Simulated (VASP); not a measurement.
Crystal: LiHg2.

```
CELL_PARAMETERS angstrom
0.00000 3.97494 3.97494
3.97494 0.00000 3.97494
3.97494 3.97494 0.00000
ATOMIC_POSITIONS crystal
Li 0.00000 0.00000 0.00000
Li 0.25000 0.25000 0.25000
Hg 0.62500 0.62500 0.62500
Hg 0.12500 0.62500 0.62500
Hg 0.62500 0.62500 0.12500
Hg 0.62500 0.12500 0.62500
```

```yaml
Program: VASP 6.6.1
Task: relaxation of cell and atoms
Functional: PBE
Potentials_or_basis: VASP PAW PBE potentials, release 64 (Li_sv, Hg_sv_GW)
Cutoff: 880 eV
k_mesh: 4 × 4 × 4
Occupations: gaussian, width 0.1 eV
Spin: no spin polarisation
```

At the start: pressure 8.0 GPa; volume 20.93 Å³/atom.

Task: How do energy, volume and symmetry change on relaxing?

Result: Over 4 steps the energy falls by 76.6 meV/atom and the volume is 24.79 Å³/atom (+18.4 %); space group Fd-3m (No. 227, to 0.1 Å) before and after.

The path:
```
step  energy change (eV)  largest force (eV/Å)  pressure (GPa)  volume (Å³)
   1              0.0000                0.0000            8.00       125.61
   2             -0.4531                0.0000            0.68       145.59
   3             -0.4540                0.0000           -0.59       151.68
   4             -0.4596                0.0000           -0.01       148.76
```

Final structure:
```xyz
6
Lattice="0.0000 4.2055 4.2055 4.2055 0.0000 4.2055 4.2055 4.2055 0.0000" Properties=species:S:1:pos:R:3 pbc="T T T"
Li    0.0000    0.0000    0.0000
Li    2.1028    2.1028    2.1028
Hg    5.2569    5.2569    5.2569
Hg    5.2569    3.1542    3.1542
Hg    3.1542    3.1542    5.2569
Hg    3.1542    5.2569    3.1542
```

Caveat: the volume moved by over 15 % at a fixed basis, so the end points are rough.
